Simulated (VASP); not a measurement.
# Tl (P6_3/mmc) in VASP: single point with LDA

Aim: the single point of Tl with LDA.

Program: VASP 6.6.1. These are calculated values, not measurements. Logs are shortened: lines on timing, memory, paths and dates and some standing lists are left out, and cuts for length are marked.

### 1 The cell of the first run

It takes space group P6_3/mmc (No. 194, hexagonal). Conventional cell: a = 3.524 Å, b = 3.524 Å, c = 5.633 Å, α = 90.00°, β = 90.00°, γ = 120.00°. Tl (site symmetry -6m2) has 12 Tl at 3.47 to 3.52 Å within 4.6 Å.

### 2 Single point, LDA (30.29 Å³/atom)

INCAR reads:

```
PREC = Accurate
ENCUT = 520
EDIFF = 1E-7
ISMEAR = -1
SIGMA = 0.05
LREAL = False
LASPH = True
NELM = 80
ALGO = Normal
ISIF = 2
LWAVE = False
LCHARG = False
GGA = CA
NBANDS = 20
```

KPOINTS reads:

```
Automatic mesh
0
Gamma
  9 9 5
```

POSCAR reads:

```
Tl
1.0
    3.5237819143      0.0000000000      0.0000000000
   -1.7618909571      3.0516846552      0.0000000000
    0.0000000000      0.0000000000      5.6333608439
Tl
2
Direct
    0.6666666667      0.3333333333      0.7500000000
    0.3333333333      0.6666666667      0.2500000000
```

Potentials or basis: VASP PAW LDA potentials, release 64 (Tl_d).

Run with:

```sh
$ cat potpaw_LDA.64/Tl_d/POTCAR > POTCAR
$ mpirun -np 1 vasp_std > vasp.out
```

OUTCAR:

```text
PREC = Accurate
   ENCUT = 520
   EDIFF = 1E-7
   ISMEAR = -1
   LREAL = False
   LASPH = True
   NELM = 80
   ISIF = 2
   GGA = CA

 ion  position               nearest neighbor table
   1  0.667  0.333  0.750-   2 3.47   2 3.47   2 3.47   2 3.47   2 3.47   2 3.47
   2  0.333  0.667  0.250-   1 3.47   1 3.47   1 3.47   1 3.47   1 3.47   1 3.47

  LATTYP: Found a hexagonal cell.
 ALAT       =     3.5237819143
 C/A-ratio  =     1.5986689815

  Lattice vectors:

 A1 = (   3.5237819143,   0.0000000000,   0.0000000000)
 A2 = (  -1.7618909571,   3.0516846552,   0.0000000000)
 A3 = (   0.0000000000,   0.0000000000,   5.6333608439)

Analysis of symmetry for initial positions (statically):
=====================================================================
 Subroutine PRICEL returns:
 Original cell was already a primitive cell.

 Routine SETGRP: Setting up the symmetry group for a
 hexagonal supercell.

 Subroutine GETGRP returns: Found 24 space group operations
 (whereof 12 operations were pure point group operations)
 out of a pool of 24 trial point group operations.

The static configuration has the point symmetry D_3d.
 The point group associated with its full space group is D_6h.

Analysis of symmetry for dynamics (positions and initial velocities):
=====================================================================
 Subroutine PRICEL returns:
 Original cell was already a primitive cell.

 Routine SETGRP: Setting up the symmetry group for a
 hexagonal supercell.

 Subroutine GETGRP returns: Found 24 space group operations
 (whereof 12 operations were pure point group operations)
 out of a pool of 24 trial point group operations.

The dynamic configuration has the point symmetry D_3d.
 The point group associated with its full space group is D_6h.

 Subroutine INISYM returns: Found 24 space group operations
 (whereof 12 operations are pure point group operations),
 and found     1 'primitive' translations

----------------------------------------------------------------------------------------

                                     Primitive cell

  volume of cell :      60.5782

  direct lattice vectors                    reciprocal lattice vectors
     3.523781914  0.000000000  0.000000000     0.283786007  0.163843928  0.000000000
    -1.761890957  3.051684655  0.000000000     0.000000000  0.327687855  0.000000000
     0.000000000  0.000000000  5.633360844     0.000000000  0.000000000  0.177513926

  length of vectors
     3.523781914  3.523781914  5.633360844     0.327687855  0.327687855  0.177513926

  position of ions in fractional coordinates (direct lattice)
     0.666666667  0.333333333  0.750000000
     0.333333333  0.666666667  0.250000000

  ion indices of the primitive-cell ions
   primitive index   ion index
                 1           1
                 2           2

----------------------------------------------------------------------------------------

 KPOINTS: Automatic mesh

Automatic generation of k-mesh.
 Grid dimensions read from file:
 generate k-points for:    9    9    5

 Generating k-lattice:

  Cartesian coordinates                     Fractional coordinates (reciprocal lattice)
     0.031531779  0.018204881  0.000000000     0.111111111  0.000000000  0.000000000
     0.000000000  0.036409762  0.000000000     0.000000000  0.111111111  0.000000000
     0.000000000  0.000000000  0.035502785     0.000000000  0.000000000  0.200000000

  Length of vectors
     0.036409762  0.036409762  0.035502785

  Shift w.r.t. Gamma in fractional coordinates (k-lattice)
     0.000000000  0.000000000  0.000000000

 Subroutine IBZKPT returns following result:
 ===========================================

 Found     36 irreducible k-points:

 Following reciprocal coordinates:
            Coordinates               Weight
  0.000000  0.000000  0.000000      1.000000
  0.111111  0.000000  0.000000      6.000000
  0.222222  0.000000  0.000000      6.000000
  0.333333  0.000000  0.000000      6.000000
  0.444444  0.000000  0.000000      6.000000
  0.111111  0.111111  0.000000      6.000000
[... 16 lines left out ...]
  0.333333  0.222222  0.200000     24.000000
  0.333333  0.333333  0.200000      4.000000
 [... further k-points ...]
   k-points           NKPTS =     36   k-points in BZ     NKDIM =     36   number of bands    NBANDS=     20
   number of dos      NEDOS =    301   number of ions     NIONS =      2
   total plane-waves  NPLWV =  32928
   dimension x,y,z NGX =    28 NGY =   28 NGZ =   42
   dimension x,y,z NGXF=    56 NGYF=   56 NGZF=   84
   ions per type =               2
   NGX,Y,Z   is equivalent  to a cutoff of  13.21, 13.21, 12.39 a.u.
   NGXF,Y,Z  is equivalent  to a cutoff of  26.42, 26.42, 24.79 a.u.
 SYSTEM =  unknown system
   PREC   = accura    normal or accurate (medium, high low for compatibility)
   ISTART =      0    job   : 0-new  1-cont  2-samecut
   ICHARG =      2    charge: 1-file 2-atom 10-const
   ISPIN  =      1    spin polarized calculation?
   LNONCOLLINEAR =      F non collinear calculations
   LSORBIT =      F    spin-orbit coupling
   LASPH  =      T    aspherical Exc in radial PAW
   ENCUT  =  520.0 eV  38.22 Ry    6.18 a.u.   6.55  6.55 10.47*2*pi/ulx,y,z
   NELM   =     80;   NELMIN=  2; NELMDL= -5     # of ELM steps
   EDIFF  = 0.1E-06   stopping-criterion for ELM
   LREAL  =      F    real-space projection
   EDIFFG = 0.1E-05   stopping-criterion for IOM
   NSW    =      0    number of steps for IOM
   IBRION =     -1    ionic relax: 0-MD 1-quasi-New 2-CG
   NFREE  =      0    steps in history (QN), initial steepest desc. (CG)
   ISIF   =      2    stress and relaxation
   ISYM   =      2    0-nonsym 1-usesym 2-fastsym
   POTIM  = 0.5000    time-step for ionic-motion
   TEBEG  =    0.0;   TEEND  =   0.0 temperature during run
   PSTRESS=    0.0 pullay stress
   NELECT =      26.0000    total number of electrons
   NUPDOWN=      -1.0000    fix difference up-down
   EMIN   =  10.00;   EMAX   =-10.00  energy-range for DOS
   EFERMI =   0.00;   METHOD = LEGACY
   ISMEAR =    -1;   SIGMA  =   0.05  broadening in eV -4-tet -1-fermi 0-gaus
   EFERMI_NEDOS =   21; number of points for ismear=-14 and -15
   IALGO  =     38    algorithm
   IMIX   =      4    mixing-type and parameters
     AMIX     =   0.40;   BMIX     =  1.00
     AMIX_MAG =   1.60;   BMIX_MAG =  1.00
  volume/ion in A,a.u.               =      30.29       204.40
  Fermi-wavevector in a.u.,A,eV,Ry     =   1.234887  2.333598 20.748147  1.524946
  Thomas-Fermi vector in A             =   2.369559
   LORBIT       =      0    0 simple, 1 ext, 2 COOP (PROOUT), +10 PAW based schemes
   GGA     = CA    functional components
   LHFCALC =     F    Hartree Fock is set to
   AEXX    =    0.0000 exact exchange contribution
   IVDW    =     0    specifies the selected vdW correction
   LEPSILON=     F    determine dielectric tensor
   LRPA    =     F    only Hartree local field effects (RPA)
 non-spin polarized calculation
  energy-cutoff  :      520.00
  volume of cell :       60.58
 maximum number of plane-waves:      1665
 NGX is ok and might be reduce to    28
   NGX = 13   NGY = 13   NGZ = 21

 number of electron      26.0000002 magnetization

 Free energy of the ion-electron system (eV)
  ---------------------------------------------------
  ext. energy  EPLUGINS =         0.00000000
  ---------------------------------------------------
  free energy    TOTEN  =        -5.78776003 eV

  energy without entropy =       -5.77332633  energy(sigma->0) =       -5.78054318

 E-fermi :   5.6445     XC(G=0): -10.2223

 val. band max:        5.6178279227   @ k =   0.3333   0.0000   0.4000
 cond. band min:       5.6734665995   @ k =   0.2222   0.1111   0.2000
 fundamental gap:      0.0556386768
 Fermi energy:         5.6445435728

 k-point     1 :       0.0000    0.0000    0.0000
  band No.  band energies     occupation
      1      -5.9419      2.00000
      2      -5.7571      2.00000
      3      -5.7427      2.00000
      4      -5.7427      2.00000
      5      -5.6971      2.00000
      6      -5.6971      2.00000
[... 12 lines left out ...]
     19      16.0303      0.00000
     20      16.2187      0.00000

 k-point     2 :       0.1111    0.0000    0.0000
  band No.  band energies     occupation
      1      -5.9126      2.00000
      2      -5.7913      2.00000
      3      -5.7060      2.00000
      4      -5.6971      2.00000
      5      -5.6860      2.00000
      6      -5.6650      2.00000
[... 12 lines left out ...]
     19      16.0575      0.00000
     20      17.2144      0.00000

 k-point     3 :       0.2222    0.0000    0.0000
  band No.  band energies     occupation
      1      -5.9330      2.00000
      2      -5.7777      2.00000
      3      -5.7409      2.00000
      4      -5.7058      2.00000
      5      -5.7031      2.00000
      6      -5.5880      2.00000
[... 12 lines left out ...]
     19      15.0160      0.00000
     20      16.7247      0.00000

 k-point     4 :       0.3333    0.0000    0.0000
  band No.  band energies     occupation
      1      -6.0047      2.00000
      2      -5.8413      2.00000
      3      -5.8125      2.00000
      4      -5.7533      2.00000
      5      -5.6303      2.00000
      6      -5.5428      2.00000
[... 12 lines left out ...]
     19      14.1049      0.00000
     20      15.8443      0.00000

 k-point     5 :       0.4444    0.0000    0.0000
  band No.  band energies     occupation
      1      -6.0530      2.00000
      2      -5.9112      2.00000
      3      -5.8477      2.00000
      4      -5.7822      2.00000
      5      -5.5810      2.00000
      6      -5.5806      2.00000
[... 12 lines left out ...]
     19      13.6801      0.00000
     20      15.3909      0.00000

 k-point     6 :       0.1111    0.1111    0.0000
  band No.  band energies     occupation
      1      -5.8786      2.00000
      2      -5.8282      2.00000
      3      -5.7116      2.00000
      4      -5.6977      2.00000
      5      -5.6865      2.00000
      6      -5.6477      2.00000
[... 12 lines left out ...]
     19      16.0280      0.00000
     20      16.4860      0.00000

 k-point     7 :       0.2222    0.1111    0.0000
  band No.  band energies     occupation
      1      -5.9220      2.00000
      2      -5.8072      2.00000
      3      -5.8017      2.00000
      4      -5.7369      2.00000
      5      -5.6644      2.00000
      6      -5.5558      2.00000
[... 12 lines left out ...]
     19      15.1606      0.00000
     20      15.6770      0.00000
[... 277 lines left out ...]
 k-point    20 :       0.3333    0.1111    0.2000
  band No.  band energies     occupation
      1      -5.9659      2.00000
      2      -5.9179      2.00000
      3      -5.7848      2.00000
      4      -5.7620      2.00000
      5      -5.6728      2.00000
      6      -5.5467      2.00000
[... 12 lines left out ...]
     19      15.2445      0.00000
     20      15.4263      0.00000

 k-point    21 :       0.4444    0.1111    0.2000
  band No.  band energies     occupation
      1      -5.9826      2.00000
      2      -5.9575      2.00000
      3      -5.7891      2.00000
      4      -5.7621      2.00000
      5      -5.7055      2.00000
      6      -5.5088      2.00000
[... 12 lines left out ...]
     19      15.0682      0.00000
     20      15.2482      0.00000

 k-point    22 :       0.2222    0.2222    0.2000
  band No.  band energies     occupation
      1      -5.8986      2.00000
      2      -5.8403      2.00000
      3      -5.7929      2.00000
      4      -5.7876      2.00000
      5      -5.6312      2.00000
      6      -5.5742      2.00000
[... 12 lines left out ...]
     19      14.6473      0.00000
     20      17.6086      0.00000

 k-point    23 :       0.3333    0.2222    0.2000
  band No.  band energies     occupation
      1      -5.9257      2.00000
      2      -5.8619      2.00000
      3      -5.8043      2.00000
      4      -5.7254      2.00000
      5      -5.6635      2.00000
      6      -5.5367      2.00000
[... 12 lines left out ...]
     19      13.9134      0.00000
     20      18.0541      0.00000

 k-point    24 :       0.3333    0.3333    0.2000
  band No.  band energies     occupation
      1      -5.9192      2.00000
      2      -5.8162      2.00000
      3      -5.8162      2.00000
      4      -5.6267      2.00000
      5      -5.6267      2.00000
      6      -5.6266      2.00000
[... 12 lines left out ...]
     19      13.1461      0.00000
     20      20.1762      0.00000

 [... further k-points ...]

------------------------ aborting loop because EDIFF is reached ----------------------------------------

  FORCE on cell =-STRESS in cart. coord.  units (eV):
  Direction    XX          YY          ZZ          XY          YZ          ZX
  --------------------------------------------------------------------------------------
  -------------------------------------------------------------------------------------
  Total       -1.3065871     -1.3065871     -1.0228629     -0.0000000     -0.0000000      0.0000000
  in kB      -34.5567343    -34.5567343    -27.0527703     -0.0000000     -0.0000000      0.0000000
  external PRESSURE =     -32.0554130 kB  Pullay stress =       0.0000000 kB

 VOLUME and BASIS-vectors are now :
 -----------------------------------------------------------------------------
  energy-cutoff  :      520.00
  volume of cell :       60.58
      direct lattice vectors                 reciprocal lattice vectors
     3.523781914  0.000000000  0.000000000     0.283786007  0.163843928  0.000000000
    -1.761890957  3.051684655  0.000000000     0.000000000  0.327687855  0.000000000
     0.000000000  0.000000000  5.633360844     0.000000000  0.000000000  0.177513926

 POSITION                                       TOTAL-FORCE (eV/Angst)
 -----------------------------------------------------------------------------------
      1.76189      1.01723      4.22502        -0.000000      0.000000      0.000000
     -0.00000      2.03446      1.40834         0.000000     -0.000000      0.000000
 -----------------------------------------------------------------------------------
    total drift:                                0.000000     -0.000000      0.000000

  FREE ENERGIE OF THE ION-ELECTRON SYSTEM (eV)
  ---------------------------------------------------
  free  energy   TOTEN  =        -5.7877600347 eV

  energy  without entropy=       -5.7733263326  energy(sigma->0) =       -5.78054318
```

Wall time 22 s (1 thread of Intel Xeon Platinum 8259CL at 2.50GHz (Skylake/Cascade Lake), shared host); peak memory 0.17 GiB.

Results:

```
Free energy            : -5.7878 eV
Pressure               : -3.2 GPa
Band gap on the k mesh : zero (bands 13 and 14 overlap by 3.39 eV)
```

Caveat: the cell stands under tension; spin-orbit coupling is left out, which moves the levels of the heavy elements.
